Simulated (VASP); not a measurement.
A run of VASP 6.6.1 is set up as follows.

File INCAR:

```
  ALGO = Normal
  EDIFF = 1E-6
  ENCUT = 1000
  GGA = PE
  GGA_COMPAT = False
  ISIF = 2
  ISMEAR = -1
  IVDW = 12
  LASPH = True
  LCHARG = False
  LREAL = Auto
  LWAVE = False
  NBANDS = 75
  NELM = 120
  PREC = Accurate
  SIGMA = 0.05
```

The input KPOINTS:

```
k-points
0
Gamma
  1 1 1
```

File POSCAR:

```
H2CO2
1.0
    7.2304270000      0.0000000000      0.0000000000
    0.0000000000      7.2304270000      0.0000000000
    0.0000000000      0.0000000000      7.2304270000
O C H
12 6 12
Direct
    0.3578211909      0.2244819013      0.8685240858
    0.3688578835      0.3242823695      0.5772411505
    0.7971036842      0.2307747523      0.3303954248
    0.9908266829      0.4773438692      0.3061229994
    0.3766167614      0.8120682223      0.6553416555
    0.6456188549      0.7901469720      0.5053920052
    1.0449452017      0.4775928171      0.8400472061
    0.7642840457      0.4031297183      0.7247981343
    0.4024520267      0.6268786062      0.0465532672
    0.5006481637      0.3858969878      0.2272341592
    0.7667873557      0.8929486460      1.0206727763
    0.9837178358      0.9896787562      0.8135895709
    0.4385218190      0.2327939968      0.7108847099
    0.9538994032      0.3211566896      0.3574754299
    0.4839824813      0.8292179701      0.5015748033
    0.8643196315      0.4281628180      0.8563809579
    0.4106673091      0.5390414702      0.1921739892
    0.9318675093      0.9588368709      0.9708555249
    0.2507874016      0.3122775460      0.8766425551
    0.5662736101      0.1534210912      0.6964180677
    0.6973308769      0.3128031028      0.2727916346
    1.0534370930      0.2316875615      0.4328236769
    0.2495841532      0.8535180564      0.6334204052
   -0.5886927563      2.8842418297      1.3779545800
    1.0671430608      0.5013396857      0.7078835040
    0.8254699204      0.4167941949      1.0035645198
    0.4396420848      0.3348349966     -0.5552369175
    0.3258175485      0.5872543904      0.3117104979
    0.6940807230      0.8581374240      0.9111218466
    1.0164130002      0.9829018397      1.0958412276
```

Potentials or basis: VASP PAW PBE potentials, release 64 (O_h, C_h, H_h).

Launch:

```bash
$ cat potpaw_PBE.64/O_h/POTCAR potpaw_PBE.64/C_h/POTCAR potpaw_PBE.64/H_h/POTCAR > POTCAR
$ mpirun -np 1 vasp_gam > vasp.out
```

Problem. Predict the largest force.

Solution. 1.071 eV/Å.

Problem. What does it give for the pressure?

Solution. -0.9 GPa.

Problem. What does it give for the dispersion energy per atom?

Solution. -0.046 eV.

Stress tensor (GPa, compression positive):
```
-0.70  0.22  0.60
 0.22 -0.25  0.57
 0.60  0.57 -1.82
```

Caveat: the k points lie up to 0.87 Å⁻¹ apart, too coarse for converged energies, forces and pressures; the atoms stand as in a frame of molecular dynamics.
